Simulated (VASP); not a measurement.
Runs of VASP 6.6.1 on HfN. The structure is that of space group Fm-3m (No. 225), or close to it. The cells are those of the table. 

```tsv
cell	gap on the mesh (eV)	pressure (GPa)
a = 3.219, b = 3.219, c = 3.195 Å, angles 60.2, 60.2, 59.5°, 2 atoms	none	-0.9
a = 3.267, b = 3.267, c = 3.291 Å, angles 59.8, 59.8, 60.5°, 2 atoms	none	-14.7
a = 3.195, b = 3.195, c = 3.243 Å, angles 59.5, 59.5, 61.0°, 2 atoms	none	-0.4
a = 3.219, b = 3.219, c = 3.243 Å, angles 59.8, 59.8, 60.5°, 2 atoms	none	-4.7
a = 3.219, b = 3.219, c = 3.147 Å, angles 60.7, 60.7, 58.5°, 2 atoms	none	4.5
a = 3.243, b = 3.243, c = 3.291 Å, angles 59.5, 59.5, 61.0°, 2 atoms	none	(a)
a = 3.195, b = 3.195, c = 3.147 Å, angles 60.5, 60.5, 59.0°, 2 atoms	none	(b)
a = 3.267, b = 3.267, c = 3.243 Å, angles 60.2, 60.2, 59.5°, 2 atoms	none	(c)
```

Alike in all rows: task single point; level PBE; potentials or basis VASP PAW PBE potentials, release 64 (Hf_pv, N); no spin polarisation; k mesh 18 × 18 × 18; cutoff (eV) 520; smearing gaussian 0.15 eV.

Q: Estimate the missing entries.

A: (a) -11.2; (b) 8.1; (c) -11.6.

Caveats: spin-orbit coupling is left out, which moves the levels of the heavy elements.

A k mesh can miss the band edges, and the runs leave out spin-orbit coupling on Hf.

A gap of «none» marks levels without a gap at the run's occupations.
